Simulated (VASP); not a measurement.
# Yb (P6_3/mmc) in VASP: single point with PBE

Aim: the single point of Yb with PBE.

Everything below comes from runs of VASP 6.6.1. Logs are shortened: lines on timing, memory, paths and dates and some standing lists are left out, and cuts for length are marked.

### Step 1. The cell of the first run

The structure is hexagonal, space group P6_3/mmc (No. 194). Conventional cell: a = 3.405 Å, b = 3.405 Å, c = 5.495 Å, α = 90.00°, β = 90.00°, γ = 120.00°. Within 4.4 Å of Yb (site symmetry -6m2) lie 12 Yb at 3.38 to 3.40 Å.

This isn't the form of Yb at room conditions, which is fcc.

### Step 2. Single point, PBE

The input, INCAR:

```
PREC = Accurate
ENCUT = 520
EDIFF = 1E-7
ISMEAR = -1
SIGMA = 0.1
LREAL = F
LASPH = T
NELM = 100
ALGO = Normal
ISIF = 2
LWAVE = F
LCHARG = T
GGA = PE
LELF = T
LVHAR = T
NBANDS = 31
```

The input, KPOINTS:

```
Automatic mesh
0
Gamma
  8 8 5
```

The input, POSCAR:

```
Yb
1.0
    1.7024090000      2.9486550000      0.0000000000
   -1.7024090000      2.9486550000      0.0000000000
    0.0000000000      0.0000000000      5.4950070000
Yb
2
Direct
    0.3333300000      0.3333400000      0.2500000000
    0.6666600000      0.6666700000      0.7500000000
```

Potentials or basis: VASP PAW PBE potentials, release 64 (Yb).

On the command line:

```console
$ cat potpaw_PBE.64/Yb/POTCAR > POTCAR
$ mpirun -np 1 vasp_std > vasp.out
```

OUTCAR:

```text
PREC = Accurate
   ENCUT = 520
   EDIFF = 1E-7
   ISMEAR = -1
   LREAL = F
   LASPH = T
   NELM = 100
   ISIF = 2
   GGA = PE

 ion  position               nearest neighbor table
   1  0.333  0.333  0.250-   2 3.38   2 3.38   2 3.38   2 3.38   2 3.38   2 3.38
   2  0.667  0.667  0.750-   1 3.38   1 3.38   1 3.38   1 3.38   1 3.38   1 3.38

  LATTYP: Found a hexagonal cell.
 ALAT       =     3.4048146370
 C/A-ratio  =     1.6138931442

  Lattice vectors:

 A1 = (   1.7024090000,  -2.9486550000,   0.0000000000)
 A2 = (   1.7024090000,   2.9486550000,   0.0000000000)
 A3 = (   0.0000000000,   0.0000000000,   5.4950070000)

Analysis of symmetry for initial positions (statically):
=====================================================================
 Subroutine PRICEL returns:
 Original cell was already a primitive cell.

 Routine SETGRP: Setting up the symmetry group for a
 hexagonal supercell.

 Subroutine GETGRP returns: Found  8 space group operations
 (whereof  2 operations were pure point group operations)
 out of a pool of 24 trial point group operations.

The static configuration has the point symmetry C_2 .
 The point group associated with its full space group is D_2h.

Analysis of symmetry for dynamics (positions and initial velocities):
=====================================================================
 Subroutine PRICEL returns:
 Original cell was already a primitive cell.

 Routine SETGRP: Setting up the symmetry group for a
 hexagonal supercell.

 Subroutine GETGRP returns: Found  8 space group operations
 (whereof  2 operations were pure point group operations)
 out of a pool of 24 trial point group operations.

The dynamic configuration has the point symmetry C_2 .
 The point group associated with its full space group is D_2h.

 Subroutine INISYM returns: Found  8 space group operations
 (whereof  2 operations are pure point group operations),
 and found     1 'primitive' translations

----------------------------------------------------------------------------------------

                                     Primitive cell

  volume of cell :      55.1679

  direct lattice vectors                    reciprocal lattice vectors
     1.702409000  2.948655000  0.000000000     0.293701455  0.169568837  0.000000000
    -1.702409000  2.948655000  0.000000000    -0.293701455  0.169568837  0.000000000
     0.000000000  0.000000000  5.495007000     0.000000000  0.000000000  0.181983390

  length of vectors
[... 72 lines left out ...]
 SYSTEM =  unknown system
   PREC   = accura    normal or accurate (medium, high low for compatibility)
   ISTART =      0    job   : 0-new  1-cont  2-samecut
   ICHARG =      2    charge: 1-file 2-atom 10-const
   ISPIN  =      1    spin polarized calculation?
   LNONCOLLINEAR =      F non collinear calculations
   LSORBIT =      F    spin-orbit coupling
   LASPH  =      T    aspherical Exc in radial PAW
   ENCUT  =  520.0 eV  38.22 Ry    6.18 a.u.   6.33  6.33 10.22*2*pi/ulx,y,z
   NELM   =    100;   NELMIN=  2; NELMDL= -5     # of ELM steps
   EDIFF  = 0.1E-06   stopping-criterion for ELM
   LREAL  =      F    real-space projection
   EDIFFG = 0.1E-05   stopping-criterion for IOM
   NSW    =      0    number of steps for IOM
   IBRION =     -1    ionic relax: 0-MD 1-quasi-New 2-CG
   NFREE  =      0    steps in history (QN), initial steepest desc. (CG)
   ISIF   =      2    stress and relaxation
   ISYM   =      2    0-nonsym 1-usesym 2-fastsym
   POTIM  = 0.5000    time-step for ionic-motion
   TEBEG  =    0.0;   TEEND  =   0.0 temperature during run
   PSTRESS=    0.0 pullay stress
   NELECT =      48.0000    total number of electrons
   NUPDOWN=      -1.0000    fix difference up-down
   EMIN   =  10.00;   EMAX   =-10.00  energy-range for DOS
   EFERMI =   0.00;   METHOD = LEGACY
   ISMEAR =    -1;   SIGMA  =   0.10  broadening in eV -4-tet -1-fermi 0-gaus
   EFERMI_NEDOS =   21; number of points for ismear=-14 and -15
   IALGO  =     38    algorithm
   IMIX   =      4    mixing-type and parameters
     AMIX     =   0.40;   BMIX     =  1.00
     AMIX_MAG =   1.60;   BMIX_MAG =  1.00
  volume/ion in A,a.u.               =      27.58       186.15
  Fermi-wavevector in a.u.,A,eV,Ry     =   1.562883  2.953421 33.233646  2.442604
  Thomas-Fermi vector in A             =   2.665736
   LORBIT       =      0    0 simple, 1 ext, 2 COOP (PROOUT), +10 PAW based schemes
   GGA     = PE    functional components
   LHFCALC =     F    Hartree Fock is set to
   AEXX    =    0.0000 exact exchange contribution
   IVDW    =     0    specifies the selected vdW correction
   LEPSILON=     F    determine dielectric tensor
   LRPA    =     F    only Hartree local field effects (RPA)
 non-spin polarized calculation
  energy-cutoff  :      520.00
  volume of cell :       55.17
 maximum number of plane-waves:      1508
 NGX is ok and might be reduce to    28
   NGX = 13   NGY = 13   NGZ = 21

 number of electron      47.9999997 magnetization

 Free energy of the ion-electron system (eV)
  ---------------------------------------------------
  ext. energy  EPLUGINS =         0.00000000
  ---------------------------------------------------
  free energy    TOTEN  =        -6.92003449 eV

  energy without entropy =       -6.75282367  energy(sigma->0) =       -6.83642908

 E-fermi :   2.4285     XC(G=0): -10.6864

 val. band max:        2.3822072083   @ k =   0.3750  -0.3750   0.0000
 cond. band min:       2.4336372972   @ k =   0.3750   0.1250   0.0000
 fundamental gap:      0.0514300889
 Fermi energy:         2.4284649910

 k-point     1 :       0.0000    0.0000    0.0000
  band No.  band energies     occupation
      1     -49.1613      2.00000
      2     -49.1033      2.00000
      3     -21.8964      2.00000
      4     -21.2092      2.00000
      5     -21.2092      2.00000
      6     -21.1002      2.00000
[... 805 lines left out ...]
     30       6.3792      0.00000
     31       7.3774      0.00000

 [... further k-points ...]
[... 5 lines left out ...]
  --------------------------------------------------------------------------------------
  -------------------------------------------------------------------------------------
  Total        2.2481531      2.2485039      2.6779026     -0.0000000      0.0000000      0.0000000
  in kB       65.2905541     65.3007426     77.7712793     -0.0000000      0.0000000      0.0000000
  external PRESSURE =      69.4541920 kB  Pullay stress =       0.0000000 kB

 VOLUME and BASIS-vectors are now :
 -----------------------------------------------------------------------------
  energy-cutoff  :      520.00
  volume of cell :       55.17
      direct lattice vectors                 reciprocal lattice vectors
     1.702409000  2.948655000  0.000000000     0.293701455  0.169568837  0.000000000
    -1.702409000  2.948655000  0.000000000    -0.293701455  0.169568837  0.000000000
     0.000000000  0.000000000  5.495007000     0.000000000  0.000000000  0.181983390

 POSITION                                       TOTAL-FORCE (eV/Angst)
 -----------------------------------------------------------------------------------
     -0.00002      1.96578      1.37375         0.000000      0.000043      0.000000
     -0.00002      3.93153      4.12126         0.000000     -0.000043     -0.000000
 -----------------------------------------------------------------------------------
    total drift:                               -0.000000      0.000000     -0.000000

  FREE ENERGIE OF THE ION-ELECTRON SYSTEM (eV)
  ---------------------------------------------------
  free  energy   TOTEN  =        -6.9200344928 eV

  energy  without entropy=       -6.7528236670  energy(sigma->0) =       -6.83642908
```

OSZICAR:

```text
N       E                     dE             d eps       ncg     rms          rms(c)
DAV:   1     0.299225198989E+03    0.29923E+03   -0.15518E+04  5670   0.101E+04
DAV:   2     0.490964285279E+02   -0.25013E+03   -0.23669E+03  5621   0.908E+02
DAV:   3     0.376550303344E+01   -0.45331E+02   -0.43629E+02  6300   0.193E+02
DAV:   4    -0.472551661385E+01   -0.84910E+01   -0.83334E+01  7515   0.720E+01
[... 17 lines left out ...]
DAV:  22    -0.692003587001E+01    0.13488E-05   -0.95655E-06  7780   0.450E-02    0.610E-02
DAV:  23    -0.692003598209E+01   -0.11208E-06   -0.70229E-07  5380   0.990E-03    0.421E-02
DAV:  24    -0.692003586449E+01    0.11760E-06   -0.68602E-08  3404   0.541E-03    0.398E-02
DAV:  25    -0.692003458309E+01    0.12814E-05   -0.61606E-07  4839   0.343E-02    0.236E-02
DAV:  26    -0.692003449276E+01    0.90335E-07   -0.18269E-07  3711   0.113E-02
   1 F= -.69200345E+01 E0= -.68364291E+01  d E =-.167211E+00
```

It took 7.7 min on 1 thread of AMD EPYC, shared host; peak memory 0.21 GiB.

What came out:

- Free energy: -6.9200 eV
- Pressure: 6.9 GPa
- Band gap on the k mesh: zero (bands 24 and 25 overlap by 0.27 eV)

Stress tensor (GPa, compression positive):
```
6.53 0.00 0.00
0.00 6.53 0.00
0.00 0.00 7.78
```

Caveat: the cell stands under pressure; spin-orbit coupling is left out, which moves the levels of the heavy elements.
